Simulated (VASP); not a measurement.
Here is a VASP 6.6.1 calculation.

File INCAR:

```
PREC = Accurate
ENCUT = 520
EDIFF = 1E-7
ISMEAR = 0
SIGMA = 0.05
LREAL = F
LASPH = T
NELM = 100
ALGO = Normal
ISIF = 2
LWAVE = F
LCHARG = F
GGA = PE
NBANDS = 21
```

Contents of KPOINTS:

```
Automatic mesh
0
Gamma
  18 18 10
```

Contents of POSCAR:

```
Ru
1.0
    2.7195378016      0.0000000000      0.0000000000
   -1.3597689008      2.3551888228      0.0000000000
    0.0000000000      0.0000000000      4.2978031883
Ru
2
Direct
    0.3333333333      0.6666666667      0.2500000000
    0.6666666667      0.3333333333      0.7500000000
```

Potentials or basis: VASP PAW PBE potentials, release 64 (Ru_pv).

The run is started by

```bash
$ cat potpaw_PBE.64/Ru_pv/POTCAR > POTCAR
$ mpirun -np 1 vasp_std > vasp.out
```

Problem. Predict the pressure.

Solution. -0.1 GPa.

Problem. Predict the band gap on the k mesh.

Solution. Zero (band 14 reaches 14.05 eV, above the bottom of band 15 at 10.98 eV).
